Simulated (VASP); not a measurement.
Write the native input for VASP 6.6.1 that does the following.

```
Task                   : single point
Functional             : LDA
Potentials or basis    : VASP PAW LDA potentials, release 64 (K_sv, F)
Cutoff                 : 520 eV
k mesh                 : 8 × 8 × 8
Occupations            : gaussian, width 0.05 eV
Spin                   : no spin polarisation
Dipole correction      : no
Further INCAR settings : ALGO = Normal; EDIFF = 1e-06; NBANDS = 15
```

The structure of KF lies in POSCAR:

```
KF
1.0
   -0.1339022495      2.4745831300      2.4745831300
    2.4745831300     -0.1339022495      2.4745831300
    2.4745831300      2.4745831300     -0.1339022495
K F
1 1
Direct
    0.0000000000      0.0000000000      0.0000000000
    0.5000000000      0.5000000000      0.5000000000
```

These files were run (other wordings do the same):

INCAR

```
SYSTEM = KF
PREC = Accurate
ENCUT = 520
EDIFF = 1E-6
ISMEAR = 0
SIGMA = 0.05
LREAL = .FALSE.
LASPH = .TRUE.
NELM = 60
ALGO = Normal
ISIF = 2
LWAVE = .FALSE.
LCHARG = .FALSE.
GGA = CA
NBANDS = 15
```

KPOINTS

```
regular mesh
0
G
  8 8 8
  0 0 0
```

Potentials or basis: VASP PAW LDA potentials, release 64 (K_sv, F).

Launch:

```sh
$ cat potpaw_LDA.64/K_sv/POTCAR potpaw_LDA.64/F/POTCAR > POTCAR
$ mpirun -np 1 vasp_std > vasp.out
```

Results of the run:

```
Pressure               : 2.5 GPa
Band gap on the k mesh : 6.57 eV, direct
```

Wall time 25 s on 1 thread of Intel(R) Xeon(R) Platinum 8488C (Sapphire Rapids), on a shared host, peak memory 0.16 GiB.
